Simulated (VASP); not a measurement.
# Ti2O (P-3m1) in VASP: notebook

Ti2O is run at these levels: PBEsol; tasks: single point, relaxation of cell and atoms.

Everything below comes from runs of VASP 6.6.1. Logs are shortened: lines on timing, memory, paths and dates and some standing lists are left out, and cuts for length are marked.

## (1) The cell of the first run

It takes space group P-3m1 (No. 164, trigonal). Conventional cell: a = 2.956 Å, b = 2.956 Å, c = 4.716 Å, α = 90.00°, β = 90.00°, γ = 120.00°. Within 2.8 Å of Ti (site symmetry 3m) lie 3 O at 2.11 Å. O (site symmetry -3m) has 6 Ti at 2.11 Å within 2.8 Å.

## (2) Single point, PBEsol

INCAR

```
  ALGO = Normal
  EDIFF = 1E-7
  ENCUT = 520
  GGA = PS
  ISIF = 2
  ISMEAR = 0
  LASPH = True
  LCHARG = False
  LREAL = False
  LWAVE = False
  NBANDS = 22
  NELM = 80
  PREC = Accurate
  SIGMA = 0.1
```

KPOINTS

```
k-points
0
Gamma
  6 6 4
```

POSCAR

```
Ti2O
1.0
    2.9555834002      0.0000000000      0.0000000000
   -1.4777917001      2.5596103076      0.0000000000
    0.0000000000      0.0000000000      4.7163343459
Ti O
2 1
Direct
    0.6666666667      0.3333333333      0.2623972437
    0.3333333333      0.6666666667      0.7376027563
    0.0000000000      0.0000000000      0.0000000000
```

Potentials or basis: VASP PAW PBE potentials, release 64 (Ti_sv, O).

Run with:

```
cat potpaw_PBE.64/Ti_sv/POTCAR potpaw_PBE.64/O/POTCAR > POTCAR
mpirun -np 1 vasp_std > vasp.out
```

OUTCAR:

```text
EDIFF = 1E-7
   ENCUT = 520
   GGA = PS
   ISIF = 2
   ISMEAR = 0
   LASPH = True
   LREAL = False
   NELM = 80
   PREC = Accurate

 ion  position               nearest neighbor table
   1  0.667  0.333  0.262-   3 2.11   3 2.11   3 2.11   2 2.82   2 2.82   2 2.82
   2  0.333  0.667  0.738-   3 2.11   3 2.11   3 2.11   1 2.82   1 2.82   1 2.82
   3  0.000  0.000  0.000-   1 2.11   2 2.11   1 2.11   2 2.11   1 2.11   2 2.11

  LATTYP: Found a hexagonal cell.
 ALAT       =     2.9555834002
 C/A-ratio  =     1.5957371887

  Lattice vectors:

 A1 = (   2.9555834002,   0.0000000000,   0.0000000000)
 A2 = (  -1.4777917001,   2.5596103076,   0.0000000000)
 A3 = (   0.0000000000,   0.0000000000,   4.7163343459)

Analysis of symmetry for initial positions (statically):
=====================================================================
 Subroutine PRICEL returns:
 Original cell was already a primitive cell.

 Routine SETGRP: Setting up the symmetry group for a
 hexagonal supercell.

 Subroutine GETGRP returns: Found 12 space group operations
 (whereof 12 operations were pure point group operations)
 out of a pool of 24 trial point group operations.

The static configuration has the point symmetry D_3d.

Analysis of symmetry for dynamics (positions and initial velocities):
=====================================================================
 Subroutine PRICEL returns:
 Original cell was already a primitive cell.

 Routine SETGRP: Setting up the symmetry group for a
 hexagonal supercell.

 Subroutine GETGRP returns: Found 12 space group operations
 (whereof 12 operations were pure point group operations)
 out of a pool of 24 trial point group operations.

The dynamic configuration has the point symmetry D_3d.

 Subroutine INISYM returns: Found 12 space group operations
 (whereof 12 operations are pure point group operations),
 and found     1 'primitive' translations

----------------------------------------------------------------------------------------

                                     Primitive cell

  volume of cell :      35.6797

  direct lattice vectors                    reciprocal lattice vectors
     2.955583400  0.000000000  0.000000000     0.338342677  0.195342236  0.000000000
    -1.477791700  2.559610308  0.000000000     0.000000000  0.390684471  0.000000000
     0.000000000  0.000000000  4.716334346     0.000000000  0.000000000  0.212029073

  length of vectors
     2.955583400  2.955583400  4.716334346     0.390684471  0.390684471  0.212029073

  position of ions in fractional coordinates (direct lattice)
     0.666666667  0.333333333  0.262397244
     0.333333333  0.666666667  0.737602756
     0.000000000  0.000000000  0.000000000

  ion indices of the primitive-cell ions
   primitive index   ion index
                 1           1
                 2           2
                 3           3

----------------------------------------------------------------------------------------

 KPOINTS: k-points

Automatic generation of k-mesh.
 Grid dimensions read from file:
 generate k-points for:    6    6    4

 Generating k-lattice:

  Cartesian coordinates                     Fractional coordinates (reciprocal lattice)
     0.056390446  0.032557039  0.000000000     0.166666667 -0.000000000  0.000000000
     0.000000000  0.065114079  0.000000000     0.000000000  0.166666667  0.000000000
     0.000000000  0.000000000  0.053007268     0.000000000  0.000000000  0.250000000

  Length of vectors
     0.065114079  0.065114079  0.053007268

  Shift w.r.t. Gamma in fractional coordinates (k-lattice)
     0.000000000  0.000000000  0.000000000

 Subroutine IBZKPT returns following result:
 ===========================================

 Found     24 irreducible k-points:

 Following reciprocal coordinates:
            Coordinates               Weight
  0.000000  0.000000  0.000000      1.000000
  0.166667  0.000000  0.000000      6.000000
  0.333333  0.000000  0.000000      6.000000
  0.500000  0.000000  0.000000      3.000000
  0.166667  0.166667  0.000000      6.000000
  0.333333  0.166667  0.000000     12.000000
[... 16 lines left out ...]
  0.333333  0.166667  0.500000     12.000000
  0.333333  0.333333  0.500000      2.000000
   k-points           NKPTS =     24   k-points in BZ     NKDIM =     24   number of bands    NBANDS=     22
   number of dos      NEDOS =    301   number of ions     NIONS =      3
   total plane-waves  NPLWV =  20736
   dimension x,y,z NGX =    24 NGY =   24 NGZ =   36
   dimension x,y,z NGXF=    48 NGYF=   48 NGZF=   72
   ions per type =               2   1
   NGX,Y,Z   is equivalent  to a cutoff of  13.50, 13.50, 12.69 a.u.
   NGXF,Y,Z  is equivalent  to a cutoff of  27.00, 27.00, 25.38 a.u.
 SYSTEM =  unknown system
   PREC   = accura    normal or accurate (medium, high low for compatibility)
   ISTART =      0    job   : 0-new  1-cont  2-samecut
   ICHARG =      2    charge: 1-file 2-atom 10-const
   ISPIN  =      1    spin polarized calculation?
   LNONCOLLINEAR =      F non collinear calculations
   LSORBIT =      F    spin-orbit coupling
   LASPH  =      T    aspherical Exc in radial PAW
   ENCUT  =  520.0 eV  38.22 Ry    6.18 a.u.   5.50  5.50  8.77*2*pi/ulx,y,z
   NELM   =     80;   NELMIN=  2; NELMDL= -5     # of ELM steps
   EDIFF  = 0.1E-06   stopping-criterion for ELM
   LREAL  =      F    real-space projection
   EDIFFG = 0.1E-05   stopping-criterion for IOM
   NSW    =      0    number of steps for IOM
   IBRION =     -1    ionic relax: 0-MD 1-quasi-New 2-CG
   NFREE  =      0    steps in history (QN), initial steepest desc. (CG)
   ISIF   =      2    stress and relaxation
   ISYM   =      2    0-nonsym 1-usesym 2-fastsym
   POTIM  = 0.5000    time-step for ionic-motion
   TEBEG  =    0.0;   TEEND  =   0.0 temperature during run
   PSTRESS=    0.0 pullay stress
   NELECT =      30.0000    total number of electrons
   NUPDOWN=      -1.0000    fix difference up-down
   EMIN   =  10.00;   EMAX   =-10.00  energy-range for DOS
   EFERMI =   0.00;   METHOD = LEGACY
   ISMEAR =     0;   SIGMA  =   0.10  broadening in eV -4-tet -1-fermi 0-gaus
   EFERMI_NEDOS =   21; number of points for ismear=-14 and -15
   IALGO  =     38    algorithm
   IMIX   =      4    mixing-type and parameters
     AMIX     =   0.40;   BMIX     =  1.00
     AMIX_MAG =   1.60;   BMIX_MAG =  1.00
  volume/ion in A,a.u.               =      11.89        80.26
  Fermi-wavevector in a.u.,A,eV,Ry     =   1.545164  2.919937 32.484360  2.387533
  Thomas-Fermi vector in A             =   2.650582
   LORBIT       =      0    0 simple, 1 ext, 2 COOP (PROOUT), +10 PAW based schemes
   GGA     = PS    functional components
   LHFCALC =     F    Hartree Fock is set to
   AEXX    =    0.0000 exact exchange contribution
   IVDW    =     0    specifies the selected vdW correction
   LEPSILON=     F    determine dielectric tensor
   LRPA    =     F    only Hartree local field effects (RPA)
 non-spin polarized calculation
 Gauss-broadening in eV      SIGMA  =   0.10
  energy-cutoff  :      520.00
  volume of cell :       35.68
 maximum number of plane-waves:       990
 NGX is ok and might be reduce to    24
   NGX = 11   NGY = 11   NGZ = 17

 number of electron      29.9999999 magnetization

 Free energy of the ion-electron system (eV)
  ---------------------------------------------------
  ext. energy  EPLUGINS =         0.00000000
  ---------------------------------------------------
  free energy    TOTEN  =       -27.60597841 eV

  energy without entropy =      -27.59800382  energy(sigma->0) =      -27.60199111

 E-fermi :  10.0454     XC(G=0): -12.5780

 val. band max:       10.0182319630   @ k =   0.0000   0.0000   0.0000
 cond. band min:      10.0885647436   @ k =   0.3333   0.1667   0.5000
 fundamental gap:      0.0703327806
 Fermi energy:        10.0454225172

 k-point     1 :       0.0000    0.0000    0.0000
  band No.  band energies     occupation
      1     -46.9410      2.00000
      2     -46.8019      2.00000
      3     -23.7304      2.00000
      4     -23.0416      2.00000
      5     -23.0416      2.00000
      6     -22.9512      2.00000
[... 14 lines left out ...]
     21      11.2158      0.00000
     22      14.1171      0.00000

 k-point     2 :       0.1667    0.0000    0.0000
  band No.  band energies     occupation
      1     -46.9143      2.00000
      2     -46.7917      2.00000
      3     -23.6531      2.00000
      4     -23.1810      2.00000
      5     -23.0860      2.00000
      6     -23.0860      2.00000
[... 14 lines left out ...]
     21      12.1346      0.00000
     22      13.2339      0.00000

 k-point     3 :       0.3333    0.0000    0.0000
  band No.  band energies     occupation
      1     -46.8556      2.00000
      2     -46.7761      2.00000
      3     -23.5046      2.00000
      4     -23.4339      2.00000
      5     -23.3182      2.00000
      6     -23.1653      2.00000
[... 14 lines left out ...]
     21      12.8089      0.00000
     22      13.5659      0.00000

 k-point     4 :       0.5000    0.0000    0.0000
  band No.  band energies     occupation
      1     -46.8194      2.00000
      2     -46.7749      2.00000
      3     -23.6219      2.00000
      4     -23.4339      2.00000
      5     -23.3146      2.00000
      6     -23.2026      2.00000
[... 14 lines left out ...]
     21      13.0942      0.00000
     22      13.1125      0.00000

 k-point     5 :       0.1667    0.1667    0.0000
  band No.  band energies     occupation
      1     -46.8713      2.00000
      2     -46.7790      2.00000
      3     -23.5244      2.00000
      4     -23.3396      2.00000
      5     -23.3079      2.00000
      6     -23.1164      2.00000
[... 417 lines left out ...]
 k-point    22 :       0.1667    0.1667    0.5000
  band No.  band energies     occupation
      1     -46.8360      2.00000
      2     -46.8146      2.00000
      3     -23.5097      2.00000
      4     -23.4115      2.00000
      5     -23.1629      2.00000
      6     -23.1121      2.00000
[... 14 lines left out ...]
     21      12.7733      0.00000
     22      13.0975      0.00000

 k-point    23 :       0.3333    0.1667    0.5000
  band No.  band energies     occupation
      1     -46.8026      2.00000
      2     -46.7917      2.00000
      3     -23.5988      2.00000
      4     -23.5333      2.00000
      5     -23.2393      2.00000
      6     -23.2193      2.00000
[... 14 lines left out ...]
     21      13.2818      0.00000
     22      13.6228      0.00000

 k-point    24 :       0.3333    0.3333    0.5000
  band No.  band energies     occupation
      1     -46.7877      2.00000
      2     -46.7877      2.00000
      3     -23.4869      2.00000
      4     -23.4869      2.00000
      5     -23.4128      2.00000
      6     -23.3710      2.00000
[... 14 lines left out ...]
     21      13.2371      0.00000
     22      13.5709      0.00000

------------------------ aborting loop because EDIFF is reached ----------------------------------------

  FORCE on cell =-STRESS in cart. coord.  units (eV):
  Direction    XX          YY          ZZ          XY          YZ          ZX
  --------------------------------------------------------------------------------------
  -------------------------------------------------------------------------------------
  Total        0.0639485      0.0639485      0.0974789      0.0000000      0.0000000      0.0000000
  in kB        2.8715696      2.8715696      4.3772314      0.0000000      0.0000000      0.0000000
  external PRESSURE =       3.3734569 kB  Pullay stress =       0.0000000 kB

 VOLUME and BASIS-vectors are now :
 -----------------------------------------------------------------------------
  energy-cutoff  :      520.00
  volume of cell :       35.68
      direct lattice vectors                 reciprocal lattice vectors
     2.955583400  0.000000000  0.000000000     0.338342677  0.195342236  0.000000000
    -1.477791700  2.559610308  0.000000000     0.000000000  0.390684471  0.000000000
     0.000000000  0.000000000  4.716334346     0.000000000  0.000000000  0.212029073

 POSITION                                       TOTAL-FORCE (eV/Angst)
 -----------------------------------------------------------------------------------
      1.47779      0.85320      1.23755         0.000000      0.000000      0.049686
     -0.00000      1.70641      3.47878        -0.000000      0.000000     -0.049686
      0.00000      0.00000      0.00000         0.000000      0.000000     -0.000000
 -----------------------------------------------------------------------------------
    total drift:                                0.000000     -0.000000      0.000000

  FREE ENERGIE OF THE ION-ELECTRON SYSTEM (eV)
  ---------------------------------------------------
  free  energy   TOTEN  =       -27.6059784068 eV

  energy  without entropy=      -27.5980038186  energy(sigma->0) =      -27.60199111
```

It took 16 s on 1 thread of Intel Xeon Platinum 8259CL at 2.50GHz (Skylake/Cascade Lake), shared host; peak memory 0.16 GiB.

Results:

| Property | Result |
| --- | --- |
| Free energy | -27.6060 eV |
| Pressure | 0.3 GPa |
| Largest force | 0.050 eV/Å |
| Band gap on the k mesh | zero (band 15 reaches 10.31 eV, above the bottom of band 16 at 9.88 eV) |

Forces in eV/Å, atoms in the order of the input:
```
Ti   0.000  0.000  0.050
Ti   0.000  0.000 -0.050
O    0.000  0.000  0.000
```

Stress tensor (GPa, compression positive):
```
0.29 0.00 0.00
0.00 0.29 0.00
0.00 0.00 0.44
```

Levels at points of the mesh, in eV from the Fermi level:
```csv
k point,band 12,band 13,band 14,band 15,band 16,band 17,band 18,band 19
"(0.00, 0.00, 0.00)",-6.40,-3.67,-0.03,0.17,0.54,0.54,0.99,0.99
"(0.50, 0.00, 0.00)",-6.79,-2.72,-1.33,-0.53,1.31,1.74,2.87,2.88
"(0.00, 0.00, 0.50)",-6.47,-1.78,-1.58,0.04,0.04,1.27,2.01,2.01
"(0.50, 0.00, 0.50)",-6.72,-1.72,-1.26,-0.63,-0.17,1.06,2.63,2.84
```

Caveat: the k points lie up to 0.41 Å⁻¹ apart; the PAW data sets were made with another functional, which shifts forces and pressure a little.

[end of part 1 of 3]
